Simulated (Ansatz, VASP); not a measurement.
# CdO5: VASP beside Ansatz

```xyz
6
Lattice="0.0000 3.1199 3.1199 3.1199 0.0000 3.1199 3.1199 3.1199 0.0000" Properties=species:S:1:pos:R:3 pbc="T T T"
Cd    0.0000    0.0000    0.0000
O     4.6799    4.6799    4.6799
O     3.8898    2.3501    3.8898
O     3.8898    3.8898    2.3501
O     2.3501    2.3501    2.3501
O     2.3501    3.8898    3.8898
```

Change from the starting cell: species swapped into the ZrCu5 type (F-43m, No. 216).

Alike in both runs: functional PBE; k mesh 10 × 10 × 10; occupations gaussian, width 0.1 eV; collinear spin.

Ansatz relaxed the structure, and its values are those at the end. VASP's run is a single point on that final structure, the one shown.

|  | VASP | Ansatz |
| --- | --- | --- |
| version | VASP 6.6.1 | Ansatz 0.2.0 |
| potentials or method | VASP PAW PBE potentials, release 64 (Cd, O), cutoff 520 eV | scalar-relativistic, plane waves, PAW |
| valence electrons in the cell | 42 | 50 |

|  | VASP | Ansatz | Ansatz less VASP |
| --- | --- | --- | --- |
| gap on the k mesh at the Fermi level (eV) | none | none | - |
| pressure (GPa) | 0.2 | 0.0 | -0.18 |
| net moment per atom (μB) | 0.64 | 0.64 | +0.001 |
| size of the moment on the site where the two differ most (μB) | 1.28 | 1.49 | +0.213 |

Site moments also hang on the region over which each program counts them. A gap of «none» marks a metal or a gap that the smearing closes. VASP's potentials hold 42 valence electrons a cell and Ansatz's 50, so a difference there can come from the potentials and not from the codes.
